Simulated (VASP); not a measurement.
Runs of VASP 6.6.1 on TiO. The structure is that of space group F-43m (No. 216), or close to it. The cells are those of the table. 

```tsv
task	potentials or basis	spin	cell	k mesh	cutoff (eV)	gap on the mesh (eV)	pressure (GPa)	moment (μB)
relaxation of cell and atoms	VASP PAW PBE potentials, release 64 (Ti_sv, O)	off	relaxed from a = 3.260 Å, angles 60.0°, 2 atoms	16 × 16 × 16	600	none	0.0	-
single point	VASP PAW PBE potentials, release 64 (Ti_sv, O)	collinear	a = 3.260 Å, angles 60.0°, 2 atoms	16 × 16 × 16	520	none	1.2	0.31
single point	VASP PAW PBE potentials, release 64 (Ti_sv, O_h)	collinear	a = 3.156 Å, angles 60.0°, 2 atoms	8 × 8 × 8	1480	none	23.6	(a)
single point	VASP PAW PBE potentials, release 64 (Ti_sv, O_h)	collinear	a = 3.258 Å, angles 60.0°, 2 atoms	8 × 8 × 8	1480	none	1.3	(b)
```

Alike in all rows: level r2SCAN; smearing gaussian 0.1 eV.

**Question.** Estimate the missing entries.

**Answer.** (a) 0.19; (b) 0.21.

Caveats: the PAW data sets were made with another functional, which shifts forces and pressure a little; semilocal functionals often make such compounds metallic where correlation or magnetic order opens a gap, which also shifts bond lengths; a moment this small can come from the mesh or the smearing (at least some runs); the cell stands under pressure (at least some runs).

A gap of «none» marks levels without a gap at the run's occupations.
